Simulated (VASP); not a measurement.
The system is Ba2H.

```
Ba H
1.0
    -2.00002    2.00002    4.90630
     2.00002   -2.00002    4.90630
     2.00002    2.00002   -4.90630
Ba H
2 1
Direct
  0.66500 0.66500 0.00000
  0.33500 0.33500 0.00000
  0.00000 0.00000 0.00000
```

```yaml
Program: VASP 6.6.1
Task: relaxation of cell and atoms
Functional: PBE
Potentials_or_basis: VASP PAW PBE potentials, release 64 (Ba_sv, H)
Cutoff: 600 eV
k_mesh: 6 × 6 × 6
Occupations: gaussian, width 0.1 eV
Spin: no spin polarisation
```

At the start: pressure 8.1 GPa; volume 26.17 Å³/atom.

How do energy, volume and symmetry change on relaxing?

Over 17 steps the energy falls by 664.7 meV/atom and the volume is 35.96 Å³/atom (+37.4 %); space group I4/mmm (No. 139, to 0.1 Å) before and after.

The path:
```tsv
step	energy change (eV)	largest force (eV/Å)	pressure (GPa)	volume (Å³)
1	0.0000	0.5967	8.09	78.50
2	-0.5683	0.4563	3.30	94.48
3	-0.8470	0.4240	0.99	113.25
4	-0.8246	0.2776	-1.35	157.85
5	-0.9198	0.3911	-0.42	133.13
6	-1.0575	0.6407	-0.42	134.51
7	-1.5076	0.7779	-0.91	136.76
8	-1.5583	0.1317	-1.66	133.66
9	-1.7415	0.3041	-1.69	136.57
10	-1.8689	0.2852	-1.04	121.94
11	-1.8792	0.2779	-0.75	117.42
12	-1.9724	0.2692	0.00	109.04
13	-1.9807	0.2531	0.36	106.24
14	-1.9808	0.2508	0.41	105.88
15	-1.9924	0.0781	0.06	107.56
16	-1.9930	0.0312	-0.03	108.04
17	-1.9942	0.0146	-0.05	107.89
```

Final structure:
```
Ba H
1.0
    -1.92484    1.92484    7.27977
     1.92484   -1.92484    7.27977
     1.92484    1.92484   -7.27977
Ba H
2 1
Direct
  0.62775 0.62775 0.00000
  0.37225 0.37225 0.00000
  0.00000 0.00000 0.00000
```

Caveat: the volume moved by over 15 % at a fixed basis, so the end points are rough.
